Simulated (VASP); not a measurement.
# CdSe (F-43m) in VASP: a series of runs

The runs below take CdSe through vibrations by perturbation theory, with PBEsol.

Program: VASP 6.6.1. These are calculated values, not measurements. Logs are shortened: lines on timing, memory, paths and dates and some standing lists are left out, and cuts for length are marked.

**1. The cell of the first run**

The structure is cubic, space group F-43m (No. 216). Conventional cell: a = 6.052 Å, b = 6.052 Å, c = 6.052 Å, α = 90.00°, β = 90.00°, γ = 90.00°. Cd (site symmetry -43m) has 4 Se at 2.62 Å within 3.5 Å. Se (site symmetry -43m) has 4 Cd at 2.62 Å within 3.5 Å.

**2. Vibrations by perturbation theory, PBEsol (27.71 Å³/atom)**

Input file INCAR:

```
SYSTEM = CdSe
PREC     = Accurate       ! precision mode
ENCUT    = 520            ! plane-wave cutoff, eV
EDIFF    = 1E-8           ! SCF threshold, eV
ISMEAR   = 0              ! smearing method
SIGMA    = 0.01           ! smearing width, eV
LREAL    = .False.        ! projectors in reciprocal space
LASPH    = .True.         ! aspherical terms in the spheres
NELM     = 100            ! most SCF steps
ALGO     = Normal         ! electronic algorithm
ISIF     = 2              ! what is computed and relaxed
LWAVE    = .False.        ! write WAVECAR
LCHARG   = .False.        ! write CHGCAR
GGA      = PS             ! functional
IBRION   = 8              ! ionic algorithm
NSW      = 1              ! ionic steps
```

Input file KPOINTS:

```
Automatic mesh
0
Gamma
  6 6 6
  0 0 0
```

Input file POSCAR:

```
CdSe
1.0
    0.0000000000      3.0260311999      3.0260311999
    3.0260311999      0.0000000000      3.0260311999
    3.0260311999      3.0260311999      0.0000000000
Cd Se
1 1
Direct
    0.0000000000      0.0000000000      0.0000000000
    0.7500000000      0.7500000000      0.7500000000
```

Potentials or basis: VASP PAW PBE potentials, release 64 (Cd, Se).

Run with:

```console
cat potpaw_PBE.64/Cd/POTCAR potpaw_PBE.64/Se/POTCAR > POTCAR
mpirun -np 1 vasp_std > vasp.out
```

OUTCAR:

```text
SYSTEM = CdSe
   PREC = Accurate
   ENCUT = 520
   EDIFF = 1E-8
   ISMEAR = 0
   LREAL = .False.
   LASPH = .True.
   NELM = 100
   ISIF = 2
   GGA = PS
   IBRION = 8
   NSW = 1

 ion  position               nearest neighbor table
   1  0.000  0.000  0.000-   2 2.62   2 2.62   2 2.62   2 2.62
   2  0.750  0.750  0.750-   1 2.62   1 2.62   1 2.62   1 2.62

  LATTYP: Found a face centered cubic cell.
 ALAT       =     6.0520623998

  Lattice vectors:

 A1 = (   0.0000000000,   3.0260311999,   3.0260311999)
 A2 = (   3.0260311999,   0.0000000000,   3.0260311999)
 A3 = (   3.0260311999,   3.0260311999,   0.0000000000)

Analysis of symmetry for initial positions (statically):
=====================================================================
 Subroutine PRICEL returns:
 Original cell was already a primitive cell.

 Routine SETGRP: Setting up the symmetry group for a
 face centered cubic supercell.

 Subroutine GETGRP returns: Found 24 space group operations
 (whereof 24 operations were pure point group operations)
 out of a pool of 48 trial point group operations.

The static configuration has the point symmetry T_d .

Analysis of symmetry for dynamics (positions and initial velocities):
=====================================================================
 Subroutine PRICEL returns:
 Original cell was already a primitive cell.

 Routine SETGRP: Setting up the symmetry group for a
 face centered cubic supercell.

 Subroutine GETGRP returns: Found 24 space group operations
 (whereof 24 operations were pure point group operations)
 out of a pool of 48 trial point group operations.

The dynamic configuration has the point symmetry T_d .

 Subroutine INISYM returns: Found 24 space group operations
 (whereof 24 operations are pure point group operations),
 and found     1 'primitive' translations

----------------------------------------------------------------------------------------

                                     Primitive cell

  volume of cell :      55.4179

  direct lattice vectors                    reciprocal lattice vectors
     0.000000000  3.026031200  3.026031200    -0.165232930  0.165232930  0.165232930
     3.026031200  0.000000000  3.026031200     0.165232930 -0.165232930  0.165232930
     3.026031200  3.026031200  0.000000000     0.165232930  0.165232930 -0.165232930

  length of vectors
     4.279454363  4.279454363  4.279454363     0.286191829  0.286191829  0.286191829

  position of ions in fractional coordinates (direct lattice)
     0.000000000  0.000000000  0.000000000
     0.750000000  0.750000000  0.750000000

  ion indices of the primitive-cell ions
   primitive index   ion index
                 1           1
                 2           2

----------------------------------------------------------------------------------------

 KPOINTS: Automatic mesh

Automatic generation of k-mesh.
 Grid dimensions read from file:
 generate k-points for:    6    6    6

 Generating k-lattice:

  Cartesian coordinates                     Fractional coordinates (reciprocal lattice)
    -0.027538822  0.027538822  0.027538822     0.166666667  0.000000000  0.000000000
     0.027538822 -0.027538822  0.027538822     0.000000000  0.166666667  0.000000000
     0.027538822  0.027538822 -0.027538822     0.000000000  0.000000000  0.166666667

  Length of vectors
     0.047698638  0.047698638  0.047698638

  Shift w.r.t. Gamma in fractional coordinates (k-lattice)
     0.000000000  0.000000000  0.000000000

 Subroutine IBZKPT returns following result:
 ===========================================

 Found     16 irreducible k-points:

 Following reciprocal coordinates:
            Coordinates               Weight
  0.000000  0.000000  0.000000      1.000000
  0.166667  0.000000  0.000000      8.000000
  0.333333  0.000000  0.000000      8.000000
  0.500000  0.000000  0.000000      4.000000
  0.166667  0.166667  0.000000      6.000000
  0.333333  0.166667  0.000000     24.000000
[... 8 lines left out ...]
 -0.333333  0.333333  0.166667     24.000000
 -0.333333  0.500000  0.166667     12.000000
   k-points           NKPTS =     16   k-points in BZ     NKDIM =     16   number of bands    NBANDS=     13
   number of dos      NEDOS =    301   number of ions     NIONS =      2
   total plane-waves  NPLWV =  32768
[... 22 lines left out ...]
   ISYM   =      2    0-nonsym 1-usesym 2-fastsym
   POTIM  = 0.5000    time-step for ionic-motion
   TEBEG  =    0.0;   TEEND  =   0.0 temperature during run
   PSTRESS=    0.0 pullay stress
   NELECT =      18.0000    total number of electrons
   NUPDOWN=      -1.0000    fix difference up-down
   EMIN   =  10.00;   EMAX   =-10.00  energy-range for DOS
   EFERMI =   0.00;   METHOD = LEGACY
   ISMEAR =     0;   SIGMA  =   0.01  broadening in eV -4-tet -1-fermi 0-gaus
   EFERMI_NEDOS =   21; number of points for ismear=-14 and -15
   IALGO  =     38    algorithm
   IMIX   =      4    mixing-type and parameters
     AMIX     =   0.40;   BMIX     =  1.00
     AMIX_MAG =   1.60;   BMIX_MAG =  1.00
  volume/ion in A,a.u.               =      27.71       186.99
  Fermi-wavevector in a.u.,A,eV,Ry     =   1.125336  2.126577 17.230165  1.266381
  Thomas-Fermi vector in A             =   2.262013
   LORBIT       =      0    0 simple, 1 ext, 2 COOP (PROOUT), +10 PAW based schemes
   GGA     = PS    functional components
   LHFCALC =     F    Hartree Fock is set to
   AEXX    =    0.0000 exact exchange contribution
   IVDW    =     0    specifies the selected vdW correction
   LEPSILON=     F    determine dielectric tensor
   LRPA    =     F    only Hartree local field effects (RPA)
 non-spin polarized calculation
 Gauss-broadening in eV      SIGMA  =   0.01
  energy-cutoff  :      520.00
  volume of cell :       55.42
 maximum number of plane-waves:      1524
   NGX = 15   NGY = 15   NGZ = 15

--------------------------------------- Ionic step        1  -------------------------------------------

 number of electron      17.9999997 magnetization

 Free energy of the ion-electron system (eV)
  ---------------------------------------------------
  ext. energy  EPLUGINS =         0.00000000
  ---------------------------------------------------
  free energy    TOTEN  =        -6.16856854 eV

  energy without entropy =       -6.16856854  energy(sigma->0) =       -6.16856854

 E-fermi :   1.0447     XC(G=0):  -9.1663

 val. band max:        0.9367985238   @ k =   0.0000   0.0000   0.0000
 cond. band min:       1.4468784981   @ k =   0.0000   0.0000   0.0000
 fundamental gap:      0.5100799743
 Fermi energy:         1.0447051316

 k-point     1 :       0.0000    0.0000    0.0000
  band No.  band energies     occupation
      1     -11.7730      2.00000
      2      -7.0338      2.00000
      3      -7.0338      2.00000
      4      -7.0338      2.00000
      5      -6.6361      2.00000
      6      -6.6361      2.00000
      7       0.9368      2.00000
      8       0.9368      2.00000
      9       0.9368      2.00000
     10       1.4469      0.00000
     11       6.7872      0.00000
     12       6.7872      0.00000
     13       6.7872      0.00000
[... 228 lines left out ...]
      2      -6.8402      2.00000
      3      -6.8137      2.00000
      4      -6.7047      2.00000
      5      -6.6074      2.00000
      6      -6.1614      2.00000
      7      -3.1976      2.00000
      8      -1.2944      2.00000
      9      -1.2940      2.00000
     10       5.1697      0.00000
     11       5.5525      0.00000
     12       8.4557      0.00000
     13       8.8824      0.00000

------------------------ aborting loop because EDIFF is reached ----------------------------------------

  FORCE on cell =-STRESS in cart. coord.  units (eV):
  Direction    XX          YY          ZZ          XY          YZ          ZX
  --------------------------------------------------------------------------------------
  -------------------------------------------------------------------------------------
  Total        0.4046351      0.4046351      0.4046351     -0.0000000     -0.0000000      0.0000000
  in kB       11.6983309     11.6983309     11.6983309     -0.0000000     -0.0000000      0.0000000
  external PRESSURE =      11.6983309 kB  Pullay stress =       0.0000000 kB

 VOLUME and BASIS-vectors are now :
 -----------------------------------------------------------------------------
  energy-cutoff  :      520.00
  volume of cell :       55.42
      direct lattice vectors                 reciprocal lattice vectors
     0.000000000  3.026031200  3.026031200    -0.165232930  0.165232930  0.165232930
     3.026031200  0.000000000  3.026031200     0.165232930 -0.165232930  0.165232930
     3.026031200  3.026031200  0.000000000     0.165232930  0.165232930 -0.165232930

 POSITION                                       TOTAL-FORCE (eV/Angst)
 -----------------------------------------------------------------------------------
      0.00000      0.00000      0.00000        -0.000000      0.000000     -0.000000
      4.53905      4.53905      4.53905         0.000000     -0.000000      0.000000
 -----------------------------------------------------------------------------------
    total drift:                                0.000000      0.000000      0.000000

  FREE ENERGIE OF THE ION-ELECTRON SYSTEM (eV)
  ---------------------------------------------------
  free  energy   TOTEN  =        -6.1685685411 eV

  energy  without entropy=       -6.1685685411  energy(sigma->0) =       -6.16856854

[... ionic steps 2 to 3 ...]

--------------------------------------- Ionic step        4  -------------------------------------------

------------------------ aborting loop because EDIFF is reached ----------------------------------------

[... ionic steps 5 to 6 ...]

--------------------------------------- Ionic step        7  -------------------------------------------

 Free energy of the ion-electron system (eV)
  ---------------------------------------------------
  ---------------------------------------------------
  free energy    TOTEN  =        -0.08430063 eV

  energy without entropy =       -0.08430063

------------------------ aborting loop because EDIFF is reached ----------------------------------------

 INTERNAL STRAIN TENSOR  FOR ION    2  DIRECTION 1   (eV/Angst):
 -----------------------------------------------------------------------------
    -0.01020  0.00000  0.00000
     0.00000  0.00938  6.77509
     0.00000  6.77509  0.00938

 INTERNAL STRAIN TENSOR FOR ION    2 for displacements in x,y,z  (eV/Angst):
          X           Y           Z          XY          YZ          ZX
  --------------------------------------------------------------------------------
  x     0.00000     0.00000     0.00000     0.00000     6.77509     0.00000
  y    -0.00000     0.00000    -0.00000     0.00000     0.00000     6.77509
  z     0.00000     0.00000     0.00000     6.77509     0.00000     0.00000

 SECOND DERIVATIVES (NOT SYMMETRIZED)
 ------------------------------------
               1X          1Y          1Z          2X          2Y          2Z
  1X    -5.123663    0.000000    0.000000    5.123663    0.000000    0.000000
  1Y     0.000000   -5.123663    0.000000    0.000000    5.123663    0.000000
  1Z     0.000000    0.000000   -5.123663    0.000000    0.000000    5.123663
  2X     5.156287    0.000000    0.000000   -5.156287    0.000000    0.000000
  2Y     0.000000    5.156287    0.000000    0.000000   -5.156287    0.000000
  2Z     0.000000    0.000000    5.156287    0.000000    0.000000   -5.156287

 Eigenvectors and eigenvalues of the dynamical matrix
 ----------------------------------------------------

   1 f  =    5.205738 THz    32.708614 2PiTHz  173.644718 cm-1    21.529191 meV
             X         Y         Z           dx          dy          dz
      0.000000  0.000000  0.000000     0.000000    0.641143    0.000000
      4.539047  4.539047  4.539047     0.000000   -0.767421    0.000000
[... 21 lines left out ...]
   6 f/i=    0.008129 THz     0.051074 2PiTHz    0.271145 cm-1     0.033618 meV
             X         Y         Z           dx          dy          dz
      0.000000  0.000000  0.000000     0.000000    0.000000    0.767421
      4.539047  4.539047  4.539047     0.000000    0.000000    0.641143

--------------------------------------------------------------------------------------------------------

 ELASTIC MODULI CONTR FROM IONIC RELAXATION (kBar)
 Direction    XX          YY          ZZ          XY          YZ          ZX
 --------------------------------------------------------------------------------
 XX          -0.0000     -0.0000     -0.0000     -0.0000      0.0000      0.0000
 YY          -0.0000     -0.0000     -0.0000     -0.0000     -0.0000      0.0000
 ZZ          -0.0000     -0.0000     -0.0000      0.0000     -0.0000      0.0000
 XY          -0.0000     -0.0000      0.0000   -262.7920      0.0000      0.0000
 YZ           0.0000     -0.0000     -0.0000      0.0000   -262.7920      0.0000
 ZX           0.0000      0.0000      0.0000      0.0000      0.0000   -262.7920
 --------------------------------------------------------------------------------
```

It took 4.8 min on 1 thread of Intel Xeon 8259CL, shared host; peak memory 0.26 GiB.

What came out:

```yaml
Highest_phonon_frequency_at_Γ_LO-TO_splitting_left_out: 174 cm⁻¹
```

Phonon frequencies in cm⁻¹ (negative: imaginary):
```csv
q point,frequencies
"(0.000, 0.000, 0.000)",0 0 0 174 174 174
```

Caveat: the cell stands under pressure or tension, which shifts response properties; the PAW data sets were made with another functional, which shifts forces and pressure a little.

(Part 1 of 3 ends here.)
